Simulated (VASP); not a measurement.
# Pd: single point with r2SCAN

Crystal: Pd.

```
Pd
1.0
     0.00000    2.97776    2.97776
     2.97776    0.00000    2.97776
     2.97776    2.97776    0.00000
Pd
2
Direct
  0.12500 0.12500 0.12500
  0.87500 0.87500 0.87500
```

This isn't the form of Pd at room conditions, which is fcc.

| Item | Value |
| --- | --- |
| Program | VASP 6.6.1 |
| Task | single point |
| Functional | r2SCAN |
| Potentials or basis | VASP PAW PBE potentials, release 64 (Pd) |
| Cutoff | 550 eV |
| k mesh | 11 × 11 × 11 |
| Occupations | fermi-dirac, width 0.05 eV |
| Spin | collinear spin |
| Starting moments | [0.52, 0.52] μB |

```
Pressure                                              : -6.6 GPa
Net moment                                            : 1.00 μB per cell
Site moments                                          : Pd +0.50 μB
Valence electrons inside the program's atomic spheres : Pd 9.23
```

Levels at points of the mesh, in eV from the Fermi level:
Spin up:
```
           k point  band 7  band 8  band 9  band 10  band 11  band 12  band 13  band 14  band 15  band 16
(0.00, 0.00, 0.00)   -1.59   -1.59   -1.59    -0.59    -0.59    11.26    11.26    11.26    11.72    11.72
```
Spin down:
```
           k point  band 7  band 8  band 9  band 10  band 11  band 12  band 13  band 14
(0.00, 0.00, 0.00)   -1.05   -1.05   -1.05    -0.13    -0.13    11.37    11.37    11.37
```

Run time: 7.5 min on 1 thread of Oxide Virtual Turin-like Processor (shared host), peak memory 0.24 GiB.

Caveat: the cell stands under tension; the PAW data sets were made with another functional, which shifts forces and pressure a little.
